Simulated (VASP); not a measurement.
Set up this calculation in VASP 6.6.1, as the native input.

| Property | Result |
| --- | --- |
| Task | single point |
| Functional | PBEsol |
| Potentials or basis | VASP PAW PBE potentials, release 64 (Mg_sv, C) |
| Cutoff | 840 eV |
| k mesh | 10 × 10 × 6 |
| Occupations | gaussian, width 0.02 eV |
| Spin | no spin polarisation |
| Dipole correction | no |
| Further INCAR settings | ALGO = Normal; EDIFF = 1e-06; NBANDS = 24 |

The structure of Mg2C3 lies in POSCAR:

```
Mg2C3
1.0
    2.2663510981     -2.1712922823      0.0404613710
    2.2663510981      2.1712922823      0.0404613710
   -1.0698708650      0.0000000000      4.5393284977
Mg C
2 3
Direct
    0.8084443606      0.8084443606      0.2054743098
    0.1915556394      0.1915556394      0.7945256902
    0.2923208903      0.2923208903      0.2592905267
    0.7076791097      0.7076791097      0.7407094733
    0.5000000000      0.5000000000      0.5000000000
```

One way to write it, as run:

INCAR

```
SYSTEM = Mg2C3
ALGO = Normal ; EDIFF = 1E-6
ENCUT = 840 ; GGA = PS
GGA_COMPAT = .FALSE. ; ISIF = 2
ISMEAR = 0 ; LASPH = .TRUE.
LCHARG = .FALSE. ; LREAL = .FALSE.
LWAVE = .FALSE. ; NBANDS = 24
NELM = 120 ; PREC = Accurate
SIGMA = 0.02
```

KPOINTS

```
k-points
0
G
  10 10 6
  0 0 0
```

Potentials or basis: VASP PAW PBE potentials, release 64 (Mg_sv, C).

The run is started by

```sh
$ cat potpaw_PBE.64/Mg_sv/POTCAR potpaw_PBE.64/C/POTCAR > POTCAR
$ mpirun -np 1 vasp_std > vasp.out
```

It gave:

```
Pressure               : 30.2 GPa
Largest force          : 0.033 eV/Å
Band gap on the k mesh : 1.74 eV (least direct gap 2.90 eV)
```

Caveat: the cell stands under pressure; the PAW data sets were made with another functional, which shifts forces and pressure a little.

It took 3.9 min on 1 thread of Intel(R) Xeon(R) Platinum 8375C CPU @ 2.90GHz (Ice Lake), on a shared host, peak memory 0.42 GiB.
